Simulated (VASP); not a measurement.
A run of VASP 6.6.1 is set up as follows.

The input INCAR:

```
SYSTEM = Cd
ALGO     = Normal         ! electronic algorithm
EDIFF    = 1E-7           ! SCF threshold, eV
ENCUT    = 520            ! plane-wave cutoff, eV
GGA      = PE             ! functional
ISIF     = 2              ! what is computed and relaxed
ISMEAR   = 0              ! smearing method
LASPH    = .True.         ! aspherical terms in the spheres
LCHARG   = .True.         ! write CHGCAR
LELF     = .True.         ! ELF
LREAL    = .False.        ! projectors in reciprocal space
LVHAR    = .True.       
LWAVE    = .False.        ! write WAVECAR
NBANDS   = 12             ! bands
NELM     = 100            ! most SCF steps
PREC     = Accurate       ! precision mode
SIGMA    = 0.1            ! smearing width, eV
```

File KPOINTS:

```
k-points
0
Gamma
  8 8 8
  0 0 0
```

Contents of POSCAR:

```
Cd
1.0
   -1.5458648465      1.5458648465      2.3518078511
    1.5458648465     -1.5458648465      2.3518078511
    1.5458648465      1.5458648465     -2.3518078511
Cd
1
Direct
    0.0000000000      0.0000000000      0.0000000000
```

Potentials or basis: VASP PAW PBE potentials, release 64 (Cd).

The run is started by

```sh
$ cat potpaw_PBE.64/Cd/POTCAR > POTCAR
$ mpirun -np 1 vasp_std > vasp.out
```

Task: Predict the band gap on the k mesh.

Result: Zero (band 6 reaches 4.73 eV, above the bottom of band 7 at 1.28 eV).

Task: What does it give for the pressure?

Result: 1.1 GPa.

Stress tensor (GPa, compression positive):
```
 1.91  0.00  0.00
 0.00  1.91  0.00
 0.00  0.00 -0.62
```
